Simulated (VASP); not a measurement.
# Rh (Fm-3m) in VASP: notebook

The runs below take Rh through single point, with PBE.

All numbers are computed with VASP 6.6.1; they aren't measurements. Logs are shortened: lines on timing, memory, paths and dates and some standing lists are left out, and cuts for length are marked.

### Step 1. The cell of the first run

It takes space group Fm-3m (No. 225, cubic). Conventional cell: a = 3.796 Å, b = 3.796 Å, c = 3.796 Å, α = 90.00°, β = 90.00°, γ = 90.00°. Rh (site symmetry m-3m) has 12 Rh at 2.68 Å within 3.5 Å.

### Step 2. Single point, PBE

Input file INCAR:

```
SYSTEM = Rh
PREC = Accurate
ENCUT = 500
EDIFF = 1E-6
ISMEAR = 0
SIGMA = 0.1
LREAL = .False.
LASPH = .True.
NELM = 120
ALGO = Normal
ISIF = 2
LWAVE = .False.
LCHARG = .True.
GGA = PE
LELF = .True.
LVHAR = .True.
NBANDS = 14
GGA_COMPAT = .False.
```

Input file KPOINTS:

```
Automatic mesh
0
Gamma
  6 6 6
  0 0 0
```

Input file POSCAR:

```
Rh
1.0
    0.0000000000      1.8978500000      1.8978500000
    1.8978500000      0.0000000000      1.8978500000
    1.8978500000      1.8978500000      0.0000000000
Rh
1
Direct
    0.0000000000      0.0000000000      0.0000000000
```

Potentials or basis: VASP PAW PBE potentials, release 64 (Rh_pv).

On the command line:

```bash
$ cat potpaw_PBE.64/Rh_pv/POTCAR > POTCAR
$ mpirun -np 1 vasp_std > vasp.out
```

OUTCAR:

```text
SYSTEM = Rh
   PREC = Accurate
   ENCUT = 500
   EDIFF = 1E-6
   ISMEAR = 0
   LREAL = .False.
   LASPH = .True.
   NELM = 120
   ISIF = 2
   GGA = PE

 ion  position               nearest neighbor table
   1  0.000  0.000  0.000-

  LATTYP: Found a face centered cubic cell.
 ALAT       =     3.7957000000

  Lattice vectors:

 A1 = (   0.0000000000,   1.8978500000,   1.8978500000)
 A2 = (   1.8978500000,   0.0000000000,   1.8978500000)
 A3 = (   1.8978500000,   1.8978500000,   0.0000000000)

Analysis of symmetry for initial positions (statically):
=====================================================================
 Subroutine PRICEL returns:
 Original cell was already a primitive cell.

 Routine SETGRP: Setting up the symmetry group for a
 face centered cubic supercell.

 Subroutine GETGRP returns: Found 48 space group operations
 (whereof 48 operations were pure point group operations)
 out of a pool of 48 trial point group operations.

The static configuration has the point symmetry O_h .

Analysis of symmetry for dynamics (positions and initial velocities):
=====================================================================
 Subroutine PRICEL returns:
 Original cell was already a primitive cell.

 Routine SETGRP: Setting up the symmetry group for a
 face centered cubic supercell.

 Subroutine GETGRP returns: Found 48 space group operations
 (whereof 48 operations were pure point group operations)
 out of a pool of 48 trial point group operations.

The dynamic configuration has the point symmetry O_h .

 Subroutine INISYM returns: Found 48 space group operations
 (whereof 48 operations are pure point group operations),
 and found     1 'primitive' translations

----------------------------------------------------------------------------------------

                                     Primitive cell

  volume of cell :      13.6715

  direct lattice vectors                    reciprocal lattice vectors
     0.000000000  1.897850000  1.897850000    -0.263456016  0.263456016  0.263456016
     1.897850000  0.000000000  1.897850000     0.263456016 -0.263456016  0.263456016
     1.897850000  1.897850000  0.000000000     0.263456016  0.263456016 -0.263456016

  length of vectors
     2.683965209  2.683965209  2.683965209     0.456319205  0.456319205  0.456319205

  position of ions in fractional coordinates (direct lattice)
     0.000000000  0.000000000  0.000000000

  ion indices of the primitive-cell ions
   primitive index   ion index
                 1           1
[... 71 lines left out ...]
   POTIM  = 0.5000    time-step for ionic-motion
   TEBEG  =    0.0;   TEEND  =   0.0 temperature during run
   PSTRESS=    0.0 pullay stress
   NELECT =      15.0000    total number of electrons
   NUPDOWN=      -1.0000    fix difference up-down
   EMIN   =  10.00;   EMAX   =-10.00  energy-range for DOS
   EFERMI =   0.00;   METHOD = LEGACY
   ISMEAR =     0;   SIGMA  =   0.10  broadening in eV -4-tet -1-fermi 0-gaus
   EFERMI_NEDOS =   21; number of points for ismear=-14 and -15
   IALGO  =     38    algorithm
   IMIX   =      4    mixing-type and parameters
     AMIX     =   0.40;   BMIX     =  1.00
     AMIX_MAG =   1.60;   BMIX_MAG =  1.00
  volume/ion in A,a.u.               =      13.67        92.26
  Fermi-wavevector in a.u.,A,eV,Ry     =   1.688496  3.190795 38.790465  2.851019
  Thomas-Fermi vector in A             =   2.770792
   LORBIT       =      0    0 simple, 1 ext, 2 COOP (PROOUT), +10 PAW based schemes
   GGA     = PE    functional components
   LHFCALC =     F    Hartree Fock is set to
   AEXX    =    0.0000 exact exchange contribution
   IVDW    =     0    specifies the selected vdW correction
   LEPSILON=     F    determine dielectric tensor
   LRPA    =     F    only Hartree local field effects (RPA)
 non-spin polarized calculation
 Gauss-broadening in eV      SIGMA  =   0.10
  energy-cutoff  :      500.00
  volume of cell :       13.67
 maximum number of plane-waves:       355
   NGX =  9   NGY =  9   NGZ =  9

 number of electron      15.0000007 magnetization

 Free energy of the ion-electron system (eV)
  ---------------------------------------------------
  ext. energy  EPLUGINS =         0.00000000
  ---------------------------------------------------
  free energy    TOTEN  =        -7.17035104 eV

  energy without entropy =       -7.16118960  energy(sigma->0) =       -7.16577032

 E-fermi :  11.8371     XC(G=0): -14.0694

 val. band max:       11.7658718086   @ k =   0.3333   0.0000   0.0000
 cond. band min:      11.8690363446   @ k =   0.3333   0.1667   0.0000
 fundamental gap:      0.1031645360
 Fermi energy:        11.8370791911

 k-point     1 :       0.0000    0.0000    0.0000
  band No.  band energies     occupation
      1     -34.3856      2.00000
      2     -34.3856      2.00000
      3     -34.3856      2.00000
      4       4.0075      2.00000
      5       8.9058      2.00000
      6       8.9058      2.00000
      7       8.9058      2.00000
      8      10.9990      2.00000
      9      10.9990      2.00000
     10      28.0113      0.00000
     11      32.5053      0.00000
     12      33.4856      0.00000
     13      33.4856      0.00000
     14      33.4856      0.00000
[... 241 lines left out ...]
      1     -34.9826      2.00000
      2     -34.7684      2.00000
      3     -34.6652      2.00000
      4       6.5211      2.00000
      5       6.9962      2.00000
      6       9.7574      2.00000
      7      11.3169      2.00000
      8      13.0087      0.00000
      9      19.3005      0.00000
     10      23.5402      0.00000
     11      23.6743      0.00000
     12      24.8340      0.00000
     13      32.5066      0.00000
     14      36.3427      0.00000

------------------------ aborting loop because EDIFF is reached ----------------------------------------

  FORCE on cell =-STRESS in cart. coord.  units (eV):
  Direction    XX          YY          ZZ          XY          YZ          ZX
  --------------------------------------------------------------------------------------
  -------------------------------------------------------------------------------------
  Total        0.7687701      0.7687701      0.7687701      0.0000000      0.0000000     -0.0000000
  in kB       90.0930747     90.0930747     90.0930747      0.0000000      0.0000000     -0.0000000
  external PRESSURE =      90.0930747 kB  Pullay stress =       0.0000000 kB

 VOLUME and BASIS-vectors are now :
 -----------------------------------------------------------------------------
  energy-cutoff  :      500.00
  volume of cell :       13.67
      direct lattice vectors                 reciprocal lattice vectors
     0.000000000  1.897850000  1.897850000    -0.263456016  0.263456016  0.263456016
     1.897850000  0.000000000  1.897850000     0.263456016 -0.263456016  0.263456016
     1.897850000  1.897850000  0.000000000     0.263456016  0.263456016 -0.263456016

 POSITION                                       TOTAL-FORCE (eV/Angst)
 -----------------------------------------------------------------------------------
      0.00000      0.00000      0.00000         0.000000     -0.000000      0.000000
 -----------------------------------------------------------------------------------
    total drift:                                0.000000     -0.000000      0.000000

  FREE ENERGIE OF THE ION-ELECTRON SYSTEM (eV)
  ---------------------------------------------------
  free  energy   TOTEN  =        -7.1703510383 eV

  energy  without entropy=       -7.1611896038  energy(sigma->0) =       -7.16577032
```

stdout:

```text
POSCAR found type information on POSCAR Rh
 POSCAR found :  1 types and       1 ions
 scaLAPACK will be used
 LDA part: xc-table for (Slater+PW92), standard interpolation
 POSCAR, INCAR and KPOINTS ok, starting setup
 FFT: planning ... GRIDC
 FFT: planning ... GRID_SOFT
 FFT: planning ... GRID
 WAVECAR not read
 entering main loop
```

Wall time 2 s (1 thread of Intel Xeon 6975P-C (Granite Rapids), shared host); peak memory 0.12 GiB.

What came out:

- Free energy: -7.1704 eV
- Pressure: 9.0 GPa
- Band gap on the k mesh: zero (an odd number of electrons rules out a gap without spin polarisation)

Caveat: the k points lie up to 0.48 Å⁻¹ apart, too coarse for converged energies and pressures of a metal.

### Step 3. Single point, PBE

Input file INCAR:

```
SYSTEM = Rh
  PREC = Accurate
  ENCUT = 500
  EDIFF = 1E-6
  ISMEAR = 0
  SIGMA = 0.1
  LREAL = .False.
  LASPH = .True.
  NELM = 120
  ALGO = Normal
  ISIF = 2
  LWAVE = .False.
  LCHARG = .True.
  GGA = PE
  LELF = .True.
  LVHAR = .True.
  NBANDS = 14
  GGA_COMPAT = .False.
```

Input file KPOINTS:

```
regular mesh
0
Gamma
  8 8 8
  0 0 0
```

POSCAR is that of step 2.

Potentials or basis: VASP PAW PBE potentials, release 64 (Rh_pv).

On the command line:

```bash
$ cat potpaw_PBE.64/Rh_pv/POTCAR > POTCAR
$ mpirun -np 1 vasp_std > vasp.out
```

It took 2.7 s on 1 thread of Intel Xeon 6975P-C (Granite Rapids), shared host; peak memory 0.13 GiB.

It converged, with:

```yaml
Free_energy: -7.2216 eV
Pressure: 8.4 GPa
Band_gap_on_the_k_mesh: zero (an odd number of electrons rules out a gap without spin polarisation)
```

Levels at points of the mesh, in eV from the Fermi level:
| k point | band 5 | band 6 | band 7 | band 8 | band 9 | band 10 |
| --- | --- | --- | --- | --- | --- | --- |
| (0.00, 0.00, 0.00) | -3.12 | -3.12 | -3.12 | -1.01 | -1.01 | 15.95 |
| (0.50, 0.00, 0.00) | -3.20 | -3.20 | 0.57 | 0.57 | 0.69 | 8.68 |
| (0.50, 0.50, 0.00) | -6.02 | 0.54 | 0.99 | 0.99 | 3.24 | 12.33 |

Caveat: the cell stands under pressure.
